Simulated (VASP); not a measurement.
A run of VASP 6.6.1 is set up as follows.

INCAR

```
SYSTEM = P
ALGO = Normal
EDIFF = 1E-6
ENCUT = 520
GGA = PS
ISIF = 2
ISMEAR = 0
LASPH = .TRUE.
LCHARG = .FALSE.
LREAL = .FALSE.
LWAVE = .FALSE.
NBANDS = 12
NELM = 60
PREC = Accurate
SIGMA = 0.1
```

Contents of KPOINTS:

```
k-points
0
G
  18 18 10
  0 0 0
```

File POSCAR:

```
P
1.0
    2.8908368206      0.0000000000      0.0000000000
   -1.4454184104      2.5035381249      0.0000000000
    0.0000000000      0.0000000000      4.7113243529
P
2
Direct
    0.3333333333      0.6666666667      0.2500000000
    0.6666666667      0.3333333333      0.7500000000
```

Potentials or basis: VASP PAW PBE potentials, release 64 (P).

Launch:

```bash
$ cat potpaw_PBE.64/P/POTCAR > POTCAR
$ mpirun -np 1 vasp_std > vasp.out
```

Question: What does it give for the pressure?

Answer: -14.1 GPa.

Question: Predict the band gap on the k mesh.

Answer: Zero (bands 5 and 6 overlap by 8.43 eV).

Stress tensor (GPa, compression positive):
```
-14.97   0.00   0.00
  0.00 -14.97   0.00
  0.00   0.00 -12.50
```

Caveat: the cell differs from its parent crystal (Sb replaced by P, lengths x 0.862, strained); the cell stands under tension; the PAW data sets were made with another functional, which shifts forces and pressure a little.
